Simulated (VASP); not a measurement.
## NbRu3: single point with LDA

Crystal: NbRu3.

```
Nb Ru
1.0
     3.82756    0.00000    0.00000
     0.00000    3.82756    0.00000
     0.00000    0.00000    3.82756
Nb Ru
1 3
Cartesian
  0.0000 0.0000 0.0000
  0.0000 1.9138 1.9138
  1.9138 0.0000 1.9138
  1.9138 1.9138 0.0000
```

```yaml
Program: VASP 6.6.1
Task: single point
Functional: LDA
Potentials_or_basis: VASP PAW LDA potentials, release 64 (Nb_sv, Ru_pv)
Cutoff: 520 eV
k_mesh: 9 × 9 × 9
Occupations: fermi-dirac, width 0.05 eV
Spin: no spin polarisation
Dipole_correction: no
Further_INCAR_settings: ALGO = Normal; EDIFF = 1e-06; NBANDS = 36
```

| Property | Result |
| --- | --- |
| Pressure | 0.7 GPa |
| Band gap on the k mesh | zero (an odd number of electrons rules out a gap without spin polarisation) |

Levels at points of the mesh, in eV from the Fermi level:
```csv
k point,band 25,band 26,band 27,band 28,band 29,band 30,band 31,band 32
"(0.00, 0.00, 0.00)",0.52,1.91,2.47,2.47,2.47,3.84,3.84,4.18
```

Run time: 31 s on 1 thread of Intel(R) Xeon(R) 6975P-C (Granite Rapids) (shared host), peak memory 0.18 GiB.
